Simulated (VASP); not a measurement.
Wanted: the native input for a VASP 6.6.1 run.

- Task: single point
- Functional: LDA
- Potentials or basis: VASP PAW LDA potentials, release 64 (Pb_d, O)
- Cutoff: 520 eV
- k mesh: 7 × 7 × 6
- Occupations: fermi-dirac, width 0.03 eV
- Spin: no spin polarisation
- Dipole correction: no
- Further INCAR settings: ALGO = Normal; EDIFF = 1e-06; NBANDS = 28

The structure of PbO lies in POSCAR:

```
PbO
1.0
    4.0523492014      0.0000000000      0.0000000000
    0.0000000000      4.0523492014      0.0000000000
    0.0000000000      0.0000000000      5.1204955942
Pb O
2 2
Direct
    0.0000000000      0.5000000000      0.2351000000
    0.5000000000      0.0000000000      0.7649000000
    0.0000000000      0.0000000000      0.0000000000
    0.5000000000      0.5000000000      0.0000000000
```

The input as run:

INCAR

```
SYSTEM = PbO
ALGO     = Normal         ! electronic algorithm
EDIFF    = 1E-6           ! SCF threshold, eV
ENCUT    = 520            ! plane-wave cutoff, eV
ISIF     = 2              ! what is computed and relaxed
ISMEAR   = -1             ! smearing method
LASPH    = .True.         ! aspherical terms in the spheres
LCHARG   = .False.        ! write CHGCAR
LREAL    = .False.        ! projectors in reciprocal space
LWAVE    = .False.        ! write WAVECAR
NBANDS   = 28             ! bands
NELM     = 80             ! most SCF steps
PREC     = Accurate       ! precision mode
SIGMA    = 0.03           ! smearing width, eV
```

KPOINTS

```
k-points
0
Gamma
  7 7 6
  0 0 0
```

Potentials or basis: VASP PAW LDA potentials, release 64 (Pb_d, O).

Command:

```sh
$ cat potpaw_LDA.64/Pb_d/POTCAR potpaw_LDA.64/O/POTCAR > POTCAR
$ mpirun -np 1 vasp_std > vasp.out
```

It gave:

```json
{
  "Pressure": "-5.9 GPa",
  "Largest force": "0.828 eV/Å",
  "Band gap on the k mesh": "1.52 eV (least direct gap 2.14 eV)"
}
```

Caveat: the cell stands under tension; spin-orbit coupling is left out, which moves the levels of the heavy elements; an odd mesh through Γ misses points on the zone boundary, where band edges can lie.

Wall time 120 s on 1 thread of Intel Xeon 8259CL (shared host), peak memory 0.21 GiB.
